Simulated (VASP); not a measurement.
# ZnO (P6_3mc) in VASP: notebook

The runs below take ZnO through single point, with r2SCAN.

All numbers are computed with VASP 6.6.1; they aren't measurements. Logs are shortened: lines on timing, memory, paths and dates and some standing lists are left out, and cuts for length are marked.

## (1) The cell of the first run

It takes space group P6_3mc (No. 186, hexagonal). Conventional cell: a = 3.222 Å, b = 3.222 Å, c = 5.187 Å, α = 90.00°, β = 90.00°, γ = 120.00°. Within 2.6 Å of Zn (site symmetry 3m) lie 4 O at 1.96 to 1.97 Å. Within 2.6 Å of O (site symmetry 3m) lie 4 Zn at 1.96 to 1.97 Å.

## (2) Single point, r2SCAN

The input, POSCAR:

```
ZnO
1.0
    3.2216184021      0.0000000000      0.0000000000
   -1.6108092011      2.7900033776      0.0000000000
    0.0000000000      0.0000000000      5.1871453597
Zn O
2 2
Direct
    0.3333333333      0.6666666667      0.4996264306
    0.6666666667      0.3333333333     -0.0003735694
    0.6666666667      0.3333333333      0.3793835694
    0.3333333333      0.6666666667      0.8793835694
```

The input, INCAR.step1:

```
SYSTEM = ZnO
PREC = Accurate
ENCUT = 520
ISMEAR = 0
SIGMA = 0.01
LREAL = .False.
LASPH = .True.
NELM = 80
NBANDS = 26
GGA = PE
ALGO = Normal
EDIFF = 1E-4
LWAVE = .True.
LCHARG = .False.
```

The input, INCAR.step2:

```
SYSTEM = ZnO
PREC = Accurate
ENCUT = 520
EDIFF = 1E-7
ISMEAR = 0
SIGMA = 0.01
LREAL = .False.
LASPH = .True.
NELM = 80
ALGO = Normal
ISIF = 2
LWAVE = .False.
LCHARG = .True.
METAGGA = R2SCAN
LMIXTAU = .True.
LELF = .True.
LVHAR = .True.
NBANDS = 26
ISTART = 1
```

The input, KPOINTS:

```
Automatic mesh
0
Gamma
  8 8 4
  0 0 0
```

Potentials or basis: VASP PAW PBE potentials, release 64 (Zn, O).

Launch:

```
> cat potpaw_PBE.64/Zn/POTCAR potpaw_PBE.64/O/POTCAR > POTCAR
> cp INCAR.step1 INCAR
> mpirun -np 1 vasp_std > vasp.out
> cp INCAR.step2 INCAR
> mpirun -np 1 vasp_std > vasp.out
```

OUTCAR:

```text
SYSTEM = ZnO
   PREC = Accurate
   ENCUT = 520
   EDIFF = 1E-7
   ISMEAR = 0
   LREAL = .False.
   LASPH = .True.
   NELM = 80
   ISIF = 2
   METAGGA = R2SCAN
   ISTART = 1

 ion  position               nearest neighbor table
   1  0.333  0.667  0.500-   3 1.96   3 1.96   3 1.96   4 1.97
   2  0.667  0.333  1.000-   4 1.96   4 1.96   4 1.96   3 1.97
   3  0.667  0.333  0.379-   1 1.96   1 1.96   1 1.96   2 1.97
   4  0.333  0.667  0.879-   2 1.96   2 1.96   2 1.96   1 1.97

  LATTYP: Found a hexagonal cell.
 ALAT       =     3.2216184021
 C/A-ratio  =     1.6101054539

  Lattice vectors:

 A1 = (   3.2216184021,   0.0000000000,   0.0000000000)
 A2 = (  -1.6108092011,   2.7900033776,   0.0000000000)
 A3 = (   0.0000000000,   0.0000000000,   5.1871453597)

Analysis of symmetry for initial positions (statically):
=====================================================================
 Subroutine PRICEL returns:
 Original cell was already a primitive cell.

 Routine SETGRP: Setting up the symmetry group for a
 hexagonal supercell.

 Subroutine GETGRP returns: Found 12 space group operations
 (whereof  6 operations were pure point group operations)
 out of a pool of 24 trial point group operations.

The static configuration has the point symmetry C_3v.
 The point group associated with its full space group is C_6v.

Analysis of symmetry for dynamics (positions and initial velocities):
=====================================================================
 Subroutine PRICEL returns:
 Original cell was already a primitive cell.

 Routine SETGRP: Setting up the symmetry group for a
 hexagonal supercell.

 Subroutine GETGRP returns: Found 12 space group operations
 (whereof  6 operations were pure point group operations)
 out of a pool of 24 trial point group operations.

The dynamic configuration has the point symmetry C_3v.
 The point group associated with its full space group is C_6v.

 Subroutine INISYM returns: Found 12 space group operations
 (whereof  6 operations are pure point group operations),
 and found     1 'primitive' translations

----------------------------------------------------------------------------------------

                                     Primitive cell

  volume of cell :      46.6238

  direct lattice vectors                    reciprocal lattice vectors
     3.221618402  0.000000000  0.000000000     0.310402995  0.179211253  0.000000000
    -1.610809201  2.790003378  0.000000000     0.000000000  0.358422505  0.000000000
     0.000000000  0.000000000  5.187145360     0.000000000  0.000000000  0.192784264

  length of vectors
     3.221618402  3.221618402  5.187145360     0.358422505  0.358422505  0.192784264

  position of ions in fractional coordinates (direct lattice)
     0.333333333  0.666666667  0.499626431
     0.666666667  0.333333333  0.999626431
     0.666666667  0.333333333  0.379383569
     0.333333333  0.666666667  0.879383569

  ion indices of the primitive-cell ions
   primitive index   ion index
                 1           1
                 2           2
                 3           3
                 4           4

----------------------------------------------------------------------------------------

 KPOINTS: Automatic mesh

Automatic generation of k-mesh.
 Grid dimensions read from file:
 generate k-points for:    8    8    4

 Generating k-lattice:

  Cartesian coordinates                     Fractional coordinates (reciprocal lattice)
     0.038800374  0.022401407  0.000000000     0.125000000  0.000000000  0.000000000
     0.000000000  0.044802813  0.000000000     0.000000000  0.125000000  0.000000000
     0.000000000  0.000000000  0.048196066     0.000000000  0.000000000  0.250000000

  Length of vectors
     0.044802813  0.044802813  0.048196066

  Shift w.r.t. Gamma in fractional coordinates (k-lattice)
     0.000000000  0.000000000  0.000000000

 Subroutine IBZKPT returns following result:
 ===========================================

 Found     30 irreducible k-points:

 Following reciprocal coordinates:
            Coordinates               Weight
  0.000000  0.000000  0.000000      1.000000
  0.125000  0.000000  0.000000      6.000000
  0.250000  0.000000  0.000000      6.000000
  0.375000  0.000000  0.000000      6.000000
  0.500000  0.000000  0.000000      3.000000
  0.125000  0.125000  0.000000      6.000000
[... 16 lines left out ...]
  0.250000  0.000000  0.500000      6.000000
  0.375000  0.000000  0.500000      6.000000
 [... further k-points ...]
   k-points           NKPTS =     30   k-points in BZ     NKDIM =     30   number of bands    NBANDS=     26
   number of dos      NEDOS =    301   number of ions     NIONS =      4
   total plane-waves  NPLWV =  23040
   dimension x,y,z NGX =    24 NGY =   24 NGZ =   40
   dimension x,y,z NGXF=    48 NGYF=   48 NGZF=   80
   ions per type =               2   2
   NGX,Y,Z   is equivalent  to a cutoff of  12.38, 12.38, 12.82 a.u.
   NGXF,Y,Z  is equivalent  to a cutoff of  24.77, 24.77, 25.64 a.u.
 SYSTEM =  ZnO
   PREC   = accura    normal or accurate (medium, high low for compatibility)
   ISTART =      1    job   : 0-new  1-cont  2-samecut
   ICHARG =      0    charge: 1-file 2-atom 10-const
   ISPIN  =      1    spin polarized calculation?
   LNONCOLLINEAR =      F non collinear calculations
   LSORBIT =      F    spin-orbit coupling
   LASPH  =      T    aspherical Exc in radial PAW
   ENCUT  =  520.0 eV  38.22 Ry    6.18 a.u.   5.99  5.99  9.64*2*pi/ulx,y,z
   NELM   =     80;   NELMIN=  2; NELMDL=  0     # of ELM steps
   EDIFF  = 0.1E-06   stopping-criterion for ELM
   LREAL  =      F    real-space projection
   EDIFFG = 0.1E-05   stopping-criterion for IOM
   NSW    =      0    number of steps for IOM
   IBRION =     -1    ionic relax: 0-MD 1-quasi-New 2-CG
   NFREE  =      0    steps in history (QN), initial steepest desc. (CG)
   ISIF   =      2    stress and relaxation
   ISYM   =      2    0-nonsym 1-usesym 2-fastsym
   POTIM  = 0.5000    time-step for ionic-motion
   TEBEG  =    0.0;   TEEND  =   0.0 temperature during run
   PSTRESS=    0.0 pullay stress
   NELECT =      36.0000    total number of electrons
   NUPDOWN=      -1.0000    fix difference up-down
   EMIN   =  10.00;   EMAX   =-10.00  energy-range for DOS
   EFERMI =   0.00;   METHOD = LEGACY
   ISMEAR =     0;   SIGMA  =   0.01  broadening in eV -4-tet -1-fermi 0-gaus
   EFERMI_NEDOS =   21; number of points for ismear=-14 and -15
   IALGO  =     38    algorithm
   IMIX   =      4    mixing-type and parameters
     AMIX     =   0.40;   BMIX     =  1.00
     AMIX_MAG =   1.60;   BMIX_MAG =  1.00
  volume/ion in A,a.u.               =      11.66        78.66
  Fermi-wavevector in a.u.,A,eV,Ry     =   1.501896  2.838172 30.690555  2.255692
  Thomas-Fermi vector in A             =   2.613207
   LORBIT       =      0    0 simple, 1 ext, 2 COOP (PROOUT), +10 PAW based schemes
   METAGGA = R2SCAN    functional components
   LHFCALC =     F    Hartree Fock is set to
   AEXX    =    0.0000 exact exchange contribution
   IVDW    =     0    specifies the selected vdW correction
   LEPSILON=     F    determine dielectric tensor
   LRPA    =     F    only Hartree local field effects (RPA)
 non-spin polarized calculation
 Gauss-broadening in eV      SIGMA  =   0.01
  energy-cutoff  :      520.00
  volume of cell :       46.62
 maximum number of plane-waves:      1278
 NGX is ok and might be reduce to    24
   NGX = 11   NGY = 11   NGZ = 19

 number of electron      36.0000008 magnetization

 Free energy of the ion-electron system (eV)
  ---------------------------------------------------
  ext. energy  EPLUGINS =         0.00000000
  ---------------------------------------------------
  free energy    TOTEN  =       -36.30911489 eV

  energy without entropy =      -36.30911489  energy(sigma->0) =      -36.30911489

 E-fermi :   1.1231     XC(G=0): -11.7830

 val. band max:        1.0413311745   @ k =   0.0000   0.0000   0.0000
 cond. band min:       2.2965080572   @ k =   0.0000   0.0000   0.0000
 fundamental gap:      1.2551768828
 Fermi energy:         1.1231491776

 k-point     1 :       0.0000    0.0000    0.0000
  band No.  band energies     occupation
      1     -18.2149      2.00000
      2     -17.4986      2.00000
      3      -4.8858      2.00000
      4      -4.8858      2.00000
      5      -4.8249      2.00000
      6      -4.8193      2.00000
[... 18 lines left out ...]
     25      16.2480      0.00000
     26      16.2482      0.00000

 k-point     2 :       0.1250    0.0000    0.0000
  band No.  band energies     occupation
      1     -18.1306      2.00000
      2     -17.4614      2.00000
      3      -4.9809      2.00000
      4      -4.8333      2.00000
      5      -4.7754      2.00000
      6      -4.7268      2.00000
[... 18 lines left out ...]
     25      16.2512      0.00000
     26      16.4284      0.00000

 k-point     3 :       0.2500    0.0000    0.0000
  band No.  band energies     occupation
      1     -17.9136      2.00000
      2     -17.3786      2.00000
      3      -5.1441      2.00000
      4      -4.7877      2.00000
      5      -4.7171      2.00000
      6      -4.5890      2.00000
[... 18 lines left out ...]
     25      15.3840      0.00000
     26      16.2518      0.00000

 k-point     4 :       0.3750    0.0000    0.0000
  band No.  band energies     occupation
      1     -17.6636      2.00000
      2     -17.3183      2.00000
      3      -5.1851      2.00000
      4      -4.8478      2.00000
      5      -4.6255      2.00000
      6      -4.3685      2.00000
[... 18 lines left out ...]
     25      15.2869      0.00000
     26      16.2500      0.00000

 k-point     5 :       0.5000    0.0000    0.0000
  band No.  band energies     occupation
      1     -17.5353      2.00000
      2     -17.3149      2.00000
      3      -5.1141      2.00000
      4      -4.9086      2.00000
      5      -4.5969      2.00000
      6      -4.2161      2.00000
[... 18 lines left out ...]
     25      15.1059      0.00000
     26      16.3980      0.00000

 k-point     6 :       0.1250    0.1250    0.0000
  band No.  band energies     occupation
      1     -17.9797      2.00000
      2     -17.4015      2.00000
      3      -5.0603      2.00000
      4      -4.8478      2.00000
      5      -4.7014      2.00000
      6      -4.6687      2.00000
[... 427 lines left out ...]
 k-point    21 :       0.0000    0.0000    0.5000
  band No.  band energies     occupation
      1     -17.8658      2.00000
      2     -17.8658      2.00000
      3      -5.0877      2.00000
      4      -5.0877      2.00000
      5      -4.8047      2.00000
      6      -4.8047      2.00000
[... 18 lines left out ...]
     25      15.1367      0.00000
     26      15.1367      0.00000

 k-point    22 :       0.1250    0.0000    0.5000
  band No.  band energies     occupation
      1     -17.8026      2.00000
      2     -17.8026      2.00000
      3      -5.1389      2.00000
      4      -5.1389      2.00000
      5      -4.7495      2.00000
      6      -4.7495      2.00000
[... 18 lines left out ...]
     25      15.2899      0.00000
     26      15.2899      0.00000

 k-point    23 :       0.2500    0.0000    0.5000
  band No.  band energies     occupation
      1     -17.6464      2.00000
      2     -17.6464      2.00000
      3      -5.2371      2.00000
      4      -5.2371      2.00000
      5      -4.5986      2.00000
      6      -4.5986      2.00000
[... 18 lines left out ...]
     25      15.5626      0.00000
     26      15.5626      0.00000

 k-point    24 :       0.3750    0.0000    0.5000
  band No.  band energies     occupation
      1     -17.4850      2.00000
      2     -17.4850      2.00000
      3      -5.2902      2.00000
      4      -5.2902      2.00000
      5      -4.4205      2.00000
      6      -4.4205      2.00000
[... 18 lines left out ...]
     25      15.7033      0.00000
     26      15.7033      0.00000

 [... further k-points ...]

------------------------ aborting loop because EDIFF is reached ----------------------------------------

  FORCE on cell =-STRESS in cart. coord.  units (eV):
  Direction    XX          YY          ZZ          XY          YZ          ZX
  --------------------------------------------------------------------------------------
  -------------------------------------------------------------------------------------
  Total        0.8864899      0.8864899      0.9353973     -0.0000000      0.0000000     -0.0000000
  in kB       30.4633117     30.4633117     32.1439642     -0.0000000      0.0000000     -0.0000000
  external PRESSURE =      31.0235292 kB  Pullay stress =       0.0000000 kB

 VOLUME and BASIS-vectors are now :
 -----------------------------------------------------------------------------
  energy-cutoff  :      520.00
  volume of cell :       46.62
      direct lattice vectors                 reciprocal lattice vectors
     3.221618402  0.000000000  0.000000000     0.310402995  0.179211253  0.000000000
    -1.610809201  2.790003378  0.000000000     0.000000000  0.358422505  0.000000000
     0.000000000  0.000000000  5.187145360     0.000000000  0.000000000  0.192784264

 POSITION                                       TOTAL-FORCE (eV/Angst)
 -----------------------------------------------------------------------------------
     -0.00000      1.86000      2.59163        -0.000000      0.000000     -0.003957
      1.61081      0.93000      5.18521         0.000000     -0.000000     -0.003957
      1.61081      0.93000      1.96792        -0.000000     -0.000000      0.003957
     -0.00000      1.86000      4.56149        -0.000000      0.000000      0.003957
 -----------------------------------------------------------------------------------
    total drift:                                0.000001      0.000002     -0.053890

  FREE ENERGIE OF THE ION-ELECTRON SYSTEM (eV)
  ---------------------------------------------------
  free  energy   TOTEN  =       -36.3091148910 eV

  energy  without entropy=      -36.3091148910  energy(sigma->0) =      -36.30911489
```

Wall time 65 s (1 thread of Intel Xeon 6975P-C (Granite Rapids), shared host); peak memory 0.18 GiB.

Results:

```
Free energy            : -36.3091 eV
Pressure               : 3.1 GPa
Largest force          : 0.004 eV/Å
Band gap on the k mesh : 1.26 eV
```

Forces on the atoms (eV/Å):
```
Zn   0.000  0.000 -0.004
Zn   0.000  0.000 -0.004
O    0.000  0.000  0.004
O    0.000  0.000  0.004
```

Caveat: the cell stands under pressure; the PAW data sets were made with another functional, which shifts forces and pressure a little.

## (3) Single point, r2SCAN

This run uses another cell than the first one, of 11.73 Å³/atom.

The input, POSCAR:

```
ZnO
1.0
    3.2283240490      0.0000000000      0.0000000000
   -1.6141620245      2.7958106381      0.0000000000
    0.0000000000      0.0000000000      5.1991045837
Zn O
2 2
Direct
    0.3333333333      0.6666666667      0.4996575938
    0.6666666667      0.3333333333     -0.0003424062
    0.6666666667      0.3333333333      0.3793524062
    0.3333333333      0.6666666667      0.8793524062
```

The input, INCAR.step1:

```
SYSTEM = ZnO
  ALGO = Normal
  EDIFF = 1E-4
  ENCUT = 520
  GGA = PE
  ISMEAR = 0
  LASPH = .True.
  LCHARG = .False.
  LREAL = .False.
  LWAVE = .True.
  NBANDS = 26
  NELM = 60
  PREC = Accurate
  SIGMA = 0.01
```

The input, INCAR.step2:

```
SYSTEM = ZnO
  ALGO = Normal
  EDIFF = 1E-7
  ENCUT = 520
  ISIF = 2
  ISMEAR = 0
  ISTART = 1
  LASPH = .True.
  LCHARG = .False.
  LMIXTAU = .True.
  LREAL = .False.
  LWAVE = .False.
  METAGGA = R2SCAN
  NBANDS = 26
  NELM = 60
  PREC = Accurate
  SIGMA = 0.01
```

The input, KPOINTS:

```
k-points
0
Gamma
  8 8 4
  0 0 0
```

Potentials or basis: VASP PAW PBE potentials, release 64 (Zn, O).

Launch:

```
> cat potpaw_PBE.64/Zn/POTCAR potpaw_PBE.64/O/POTCAR > POTCAR
> cp INCAR.step1 INCAR
> mpirun -np 1 vasp_std > vasp.out
> cp INCAR.step2 INCAR
> mpirun -np 1 vasp_std > vasp.out
```

It took 60 s on 1 thread of Intel Xeon 6975P-C (Granite Rapids), shared host; peak memory 0.18 GiB.

The run converged. Its results:

```
Free energy            : -36.3140 eV
Pressure               : 2.1 GPa
Largest force          : 0.007 eV/Å
Band gap on the k mesh : 1.24 eV
```

Forces on the atoms (eV/Å):
```
Zn   0.000  0.000 -0.007
Zn   0.000  0.000 -0.007
O    0.000  0.000  0.007
O    0.000  0.000  0.007
```

Stress tensor (GPa, compression positive):
```
2.01 0.00 0.00
0.00 2.01 0.00
0.00 0.00 2.15
```

Levels at points of the mesh, in eV from the valence-band top:
```csv
k point,band 16,band 17,band 18,band 19,band 20,band 21
"(0.00, 0.00, 0.00)",-0.10,0.00,0.00,1.24,5.90,8.86
"(0.50, 0.00, 0.00)",-2.36,-1.32,-0.88,6.46,7.37,8.09
"(0.00, 0.00, 0.50)",-0.41,-0.41,-0.41,3.95,3.95,10.86
"(0.50, 0.00, 0.50)",-1.57,-1.42,-1.42,6.26,6.26,9.22
```

Caveat: the PAW data sets were made with another functional, which shifts forces and pressure a little.

## (4) Single point, r2SCAN

This run uses another cell than the first one, of 11.81 Å³/atom.

The input, POSCAR:

```
ZnO
1.0
    3.2351946317      0.0000000000      0.0000000000
   -1.6175973158      2.8017607372      0.0000000000
    0.0000000000      0.0000000000      5.2114270614
Zn O
2 2
Direct
    0.3333333333      0.6666666667      0.4996928489
    0.6666666667      0.3333333333     -0.0003071511
    0.6666666667      0.3333333333      0.3793171511
    0.3333333333      0.6666666667      0.8793171511
```

The input, INCAR.step1:

```
SYSTEM = ZnO
PREC = Accurate
ENCUT = 520
ISMEAR = -1
SIGMA = 0.05
LREAL = .FALSE.
LASPH = .TRUE.
NELM = 100
NBANDS = 26
GGA = PE
ALGO = Normal
EDIFF = 1E-4
LWAVE = .TRUE.
LCHARG = .FALSE.
```

The input, INCAR.step2:

```
SYSTEM = ZnO
PREC = Accurate
ENCUT = 520
EDIFF = 1E-6
ISMEAR = -1
SIGMA = 0.05
LREAL = .FALSE.
LASPH = .TRUE.
NELM = 100
ALGO = Normal
ISIF = 2
LWAVE = .FALSE.
LCHARG = .FALSE.
METAGGA = R2SCAN
LMIXTAU = .TRUE.
NBANDS = 26
ISTART = 1
```

The input, KPOINTS:

```
Automatic mesh
0
G
  14 14 8
  0 0 0
```

Launch:

```
> cat potpaw_PBE.64/Zn/POTCAR potpaw_PBE.64/O/POTCAR > POTCAR
> cp INCAR.step1 INCAR
> mpirun -np 1 vasp_std > vasp.out
> cp INCAR.step2 INCAR
> mpirun -np 1 vasp_std > vasp.out
```

Wall time 2.9 min (1 thread of Intel Xeon 6975P-C (Granite Rapids), shared host); peak memory 0.25 GiB.

Results (log left out):

| Property | Result |
| --- | --- |
| Free energy | -36.3175 eV |
| Pressure | 1.0 GPa |
| Largest force | 0.010 eV/Å |
| Band gap on the k mesh | 1.23 eV |

Forces on the atoms (eV/Å):
```
Zn   0.000  0.000 -0.010
Zn   0.000  0.000 -0.010
O    0.000  0.000  0.010
O    0.000  0.000  0.010
```

Stress tensor (GPa, compression positive):
```
0.98 0.00 0.00
0.00 0.98 0.00
0.00 0.00 1.10
```

Levels at points of the mesh, in eV from the valence-band top:
```tsv
k point	band 16	band 17	band 18	band 19	band 20	band 21
(0.00, 0.00, 0.00)	-0.09	0.00	0.00	1.23	5.87	8.83
(0.50, 0.00, 0.00)	-2.34	-1.31	-0.87	6.43	7.36	8.08
(0.00, 0.00, 0.50)	-0.40	-0.40	-0.40	3.94	3.94	10.83
(0.50, 0.00, 0.50)	-1.56	-1.41	-1.41	6.25	6.25	9.18
```

Caveat: the PAW data sets were made with another functional, which shifts forces and pressure a little.

## (5) Summary

```tsv
cell	k mesh	smearing	gap on the mesh (eV)	pressure (GPa)	largest force (eV/Å)
a = 3.222, b = 3.222, c = 5.187 Å, angles 90.0, 90.0, 120.0°, 4 atoms, atomic positions A	8 × 8 × 4	gaussian 0.01 eV	1.26	3.1	-
a = 3.228, b = 3.228, c = 5.199 Å, angles 90.0, 90.0, 120.0°, 4 atoms, atomic positions A	8 × 8 × 4	gaussian 0.01 eV	1.24	2.1	0.01
a = 3.235, b = 3.235, c = 5.211 Å, angles 90.0, 90.0, 120.0°, 4 atoms, atomic positions B	14 × 14 × 8	fermi-dirac 0.05 eV	1.23	1.0	0.01
```

Alike in all rows: task single point; level r2SCAN; potentials or basis VASP PAW PBE potentials, release 64 (Zn, O); no spin polarisation; cutoff (eV) 520.

Caveats: the PAW data sets were made with another functional, which shifts forces and pressure a little; the cell stands under pressure (at least some runs).

Total energies depend on the potentials used, so only differences within one code and one set of settings carry meaning.
